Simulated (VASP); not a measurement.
# TaN (P6_3mc) in VASP: electric field gradients with PBE

Aim: the electric field gradients of TaN with PBE.

Program: VASP 6.6.1. These are calculated values, not measurements. Logs are shortened: lines on timing, memory, paths and dates and some standing lists are left out, and cuts for length are marked.

**1. The cell of the first run**

It takes space group P6_3mc (No. 186, hexagonal). The conventional cell has a = 3.050 Å, b = 3.050 Å, c = 4.940 Å, α = 90.00°, β = 90.00°, γ = 120.00°. Within 2.5 Å of Ta (site symmetry 3m) lie 4 N at 1.85 to 1.90 Å. Within 2.5 Å of N (site symmetry 3m) lie 4 Ta at 1.85 to 1.90 Å.

**2. Electric field gradients, PBE**

The input, INCAR:

```
PREC = Accurate
ENCUT = 520
EDIFF = 1E-8
ISMEAR = -1
SIGMA = 0.03
LREAL = F
LASPH = T
NELM = 120
ALGO = Normal
ISIF = 2
LWAVE = F
LCHARG = F
GGA = PE
LEFG = T
NBANDS = 24
GGA_COMPAT = F
```

The input, KPOINTS:

```
Automatic mesh
0
Gamma
  7 7 4
```

The input, POSCAR:

```
TaN
1.0
    3.0500000000      0.0000000000      0.0000000000
   -1.5250000000      2.6413774815      0.0000000000
    0.0000000000      0.0000000000      4.9400000000
Ta N
2 2
Direct
    0.3333333333      0.6666666667      0.0000000000
    0.6666666667      0.3333333333      0.5000000000
    0.3333333333      0.6666666667      0.3850000000
    0.6666666667      0.3333333333      0.8850000000
```

Potentials or basis: VASP PAW PBE potentials, release 64 (Ta_pv, N).

Command:

```bash
$ cat potpaw_PBE.64/Ta_pv/POTCAR potpaw_PBE.64/N/POTCAR > POTCAR
$ mpirun -np 1 vasp_std > vasp.out
```

OUTCAR:

```text
PREC = Accurate
   ENCUT = 520
   EDIFF = 1E-8
   ISMEAR = -1
   LREAL = F
   LASPH = T
   NELM = 120
   ISIF = 2
   GGA = PE

 ion  position               nearest neighbor table
   1  0.333  0.667  0.000-   4 1.85   4 1.85   4 1.85   3 1.90   2 3.03   2 3.03   2 3.03   2 3.03
                             2 3.03   2 3.03
   2  0.667  0.333  0.500-   3 1.85   3 1.85   3 1.85   4 1.90   1 3.03   1 3.03   1 3.03   1 3.03
                             1 3.03   1 3.03
   3  0.333  0.667  0.385-   2 1.85   2 1.85   2 1.85   1 1.90
   4  0.667  0.333  0.885-   1 1.85   1 1.85   1 1.85   2 1.90

  LATTYP: Found a hexagonal cell.
 ALAT       =     3.0500000000
 C/A-ratio  =     1.6196721311

  Lattice vectors:

 A1 = (   3.0500000000,   0.0000000000,   0.0000000000)
 A2 = (  -1.5250000000,   2.6413774815,   0.0000000000)
 A3 = (   0.0000000000,   0.0000000000,   4.9400000000)

Analysis of symmetry for initial positions (statically):
=====================================================================
 Subroutine PRICEL returns:
 Original cell was already a primitive cell.

 Routine SETGRP: Setting up the symmetry group for a
 hexagonal supercell.

 Subroutine GETGRP returns: Found 12 space group operations
 (whereof  6 operations were pure point group operations)
 out of a pool of 24 trial point group operations.

The static configuration has the point symmetry C_3v.
 The point group associated with its full space group is C_6v.

Analysis of symmetry for dynamics (positions and initial velocities):
=====================================================================
 Subroutine PRICEL returns:
 Original cell was already a primitive cell.

 Routine SETGRP: Setting up the symmetry group for a
 hexagonal supercell.

 Subroutine GETGRP returns: Found 12 space group operations
 (whereof  6 operations were pure point group operations)
 out of a pool of 24 trial point group operations.

The dynamic configuration has the point symmetry C_3v.
 The point group associated with its full space group is C_6v.

 Subroutine INISYM returns: Found 12 space group operations
 (whereof  6 operations are pure point group operations),
 and found     1 'primitive' translations

[... 141 lines left out ...]
  free energy    TOTEN  =       -37.67852388 eV

  energy without entropy =      -37.67536499  energy(sigma->0) =      -37.67694444

 E-fermi :   9.7305     XC(G=0): -13.5429

 val. band max:        9.6369853135   @ k =   0.2857   0.0000   0.2500
 cond. band min:       9.7918067552   @ k =   0.4286   0.0000   0.2500
 fundamental gap:      0.1548214417
 Fermi energy:         9.7305196486

 k-point     1 :       0.0000    0.0000    0.0000
  band No.  band energies     occupation
      1     -26.3363      2.00000
      2     -25.2079      2.00000
      3     -25.2079      2.00000
      4     -25.0164      2.00000
      5     -25.0164      2.00000
      6     -24.9801      2.00000
[... 637 lines left out ...]
     23      17.4488      0.00000
     24      17.4488      0.00000

------------------------ aborting loop because EDIFF is reached ----------------------------------------

  FORCE on cell =-STRESS in cart. coord.  units (eV):
  Direction    XX          YY          ZZ          XY          YZ          ZX
  --------------------------------------------------------------------------------------
  -------------------------------------------------------------------------------------
  Total       37.1519029     37.1519029     30.0318196      0.0000000      0.0000000      0.0000000
  in kB     1495.6651908   1495.6651907   1209.0241324      0.0000000      0.0000000      0.0000000
  external PRESSURE =    1400.1181713 kB  Pullay stress =       0.0000000 kB

 VOLUME and BASIS-vectors are now :
 -----------------------------------------------------------------------------
  energy-cutoff  :      520.00
  volume of cell :       39.80
      direct lattice vectors                 reciprocal lattice vectors
     3.050000000  0.000000000  0.000000000     0.327868852  0.189295170  0.000000000
    -1.525000000  2.641377482  0.000000000     0.000000000  0.378590340  0.000000000
     0.000000000  0.000000000  4.940000000     0.000000000  0.000000000  0.202429150

 POSITION                                       TOTAL-FORCE (eV/Angst)
 -----------------------------------------------------------------------------------
     -0.00000      1.76092      0.00000        -0.000000     -0.000000      1.982941
      1.52500      0.88046      2.47000         0.000000      0.000000      1.982941
     -0.00000      1.76092      1.90190         0.000000     -0.000000     -1.982941
      1.52500      0.88046      4.37190        -0.000000      0.000000     -1.982941
 -----------------------------------------------------------------------------------
    total drift:                               -0.000000      0.000000      0.000571

  FREE ENERGIE OF THE ION-ELECTRON SYSTEM (eV)
  ---------------------------------------------------
  free  energy   TOTEN  =       -37.6785238837 eV

  energy  without entropy=      -37.6753649923  energy(sigma->0) =      -37.67694444

 Electric field gradients (V/A^2)
---------------------------------------------------------------------
 ion       V_xx      V_yy      V_zz      V_xy      V_xz      V_yz
---------------------------------------------------------------------
   1     -74.459   -74.459   148.918    -0.000    -0.000     0.000
   2     -74.459   -74.459   148.918    -0.000     0.000    -0.000
   3      -6.142    -6.141    12.282     0.001     0.000    -0.000
   4      -6.142    -6.141    12.282     0.001    -0.000     0.000
---------------------------------------------------------------------

 Electric field gradients after diagonalization (V/A^2)
 (convention: |V_zz| > |V_xx| > |V_yy|)
----------------------------------------------------------------------
 ion       V_xx      V_yy      V_zz     asymmetry (V_yy - V_xx)/ V_zz
----------------------------------------------------------------------
   1     -74.460   -74.459   148.918       0.000
   2     -74.460   -74.459   148.918       0.000
   3      -6.142    -6.140    12.282       0.000
   4      -6.142    -6.140    12.282       0.000
----------------------------------------------------------------------

           NMR quadrupolar parameters

 Cq : quadrupolar parameter    Cq=e*Q*V_zz/h
 eta: asymmetry parameters     (V_yy - V_xx)/ V_zz
 Q  : nuclear electric quadrupole moment in mb (millibarn)
----------------------------------------------------------------------
 ion       Cq(MHz)       eta       Q (mb)
----------------------------------------------------------------------
   1       0.360       0.000       1.000
   2       0.360       0.000       1.000
   3       0.030       0.000       1.000
   4       0.030       0.000       1.000
----------------------------------------------------------------------
```

OSZICAR:

```text
N       E                     dE             d eps       ncg     rms          rms(c)
DAV:   1     0.288321461549E+03    0.28832E+03   -0.17646E+04  1152   0.144E+03
DAV:   2    -0.312923364020E+02   -0.31961E+03   -0.30523E+03  1408   0.426E+02
DAV:   3    -0.447789747642E+02   -0.13487E+02   -0.13337E+02  1448   0.872E+01
DAV:   4    -0.448934723105E+02   -0.11450E+00   -0.11445E+00  1280   0.872E+00
DAV:   5    -0.448946664106E+02   -0.11941E-02   -0.11940E-02  1408   0.775E-01    0.600E+01
DAV:   6    -0.377802150885E+02    0.71145E+01   -0.24329E+01  1360   0.384E+01    0.255E+01
DAV:   7    -0.377162924107E+02    0.63923E-01   -0.94342E-01  1200   0.782E+00    0.137E+01
DAV:   8    -0.376834071269E+02    0.32885E-01   -0.52601E-02  1432   0.164E+00    0.157E+00
DAV:   9    -0.376784536363E+02    0.49535E-02   -0.13461E-02  1368   0.859E-01    0.151E-01
DAV:  10    -0.376785263233E+02   -0.72687E-04   -0.62448E-04  1328   0.199E-01    0.300E-02
DAV:  11    -0.376785243581E+02    0.19651E-05   -0.13937E-05  1384   0.288E-02    0.143E-02
DAV:  12    -0.376785241034E+02    0.25478E-06   -0.18145E-06  1368   0.125E-02    0.514E-03
DAV:  13    -0.376785238979E+02    0.20546E-06   -0.33311E-07  1360   0.465E-03    0.197E-03
DAV:  14    -0.376785238874E+02    0.10472E-07   -0.17939E-08   840   0.117E-03    0.750E-04
DAV:  15    -0.376785238837E+02    0.37217E-08   -0.86246E-09   712   0.768E-04
   1 F= -.37678524E+02 E0= -.37676944E+02  d E =-.315889E-02
```

stdout:

```text
POSCAR found type information on POSCAR TaN
 POSCAR found :  2 types and       4 ions
 scaLAPACK will be used
 LDA part: xc-table for (Slater+PW92), standard interpolation
 POSCAR, INCAR and KPOINTS ok, starting setup
 FFT: planning ... GRIDC
 FFT: planning ... GRID_SOFT
 FFT: planning ... GRID
 WAVECAR not read
 entering main loop
ion   1

ion   2

ion   3

ion   4
```

Run time: 21 s. Hardware: 1 thread of Intel Xeon Platinum 8259CL at 2.50GHz (Skylake/Cascade Lake), shared host; peak memory 0.17 GiB.

What came out:

```
Free energy                             : -37.6785 eV
Pressure                                : 140.0 GPa
Largest force                           : 1.983 eV/Å
Band gap on the k mesh                  : zero (bands 16 and 17 overlap by 2.46 eV)
Largest electric field gradient by atom : Ta +148.9; N +12.3 V/Å²
```

Forces in eV/Å, atoms in the order of the input:
```
Ta   0.000  0.000  1.983
Ta   0.000  0.000  1.983
N    0.000  0.000 -1.983
N    0.000  0.000 -1.983
```

Levels at points of the mesh, in eV from the Fermi level:
| k point | band 12 | band 13 | band 14 | band 15 | band 16 | band 17 | band 18 | band 19 | band 20 | band 21 |
| --- | --- | --- | --- | --- | --- | --- | --- | --- | --- | --- |
| (0.00, 0.00, 0.00) | -7.83 | -7.83 | -7.51 | -0.77 | -0.77 | -0.29 | 2.20 | 2.73 | 2.73 | 4.62 |
| (0.00, 0.00, 0.50) | -8.41 | -8.41 | -8.41 | 1.27 | 1.27 | 1.27 | 1.27 | 1.93 | 1.93 | 6.77 |

Electric field gradients, principal values (V/Å²):
| atom | least | middle | greatest (by size) |
| --- | --- | --- | --- |
| 1 Ta | -74.459 | -74.460 | 148.918 |
| 2 Ta | -74.459 | -74.460 | 148.918 |
| 3 N | -6.140 | -6.142 | 12.282 |
| 4 N | -6.140 | -6.142 | 12.282 |

Caveat: the cell stands under pressure; without QUAD_EFG the Cq values of the log hold for a quadrupole moment of 1 mb, not for the nuclei; spin-orbit coupling is left out, which moves the levels of the heavy elements; forces of over 1 eV/Å act on the atoms, so gaps and moduli don't describe the material at rest.
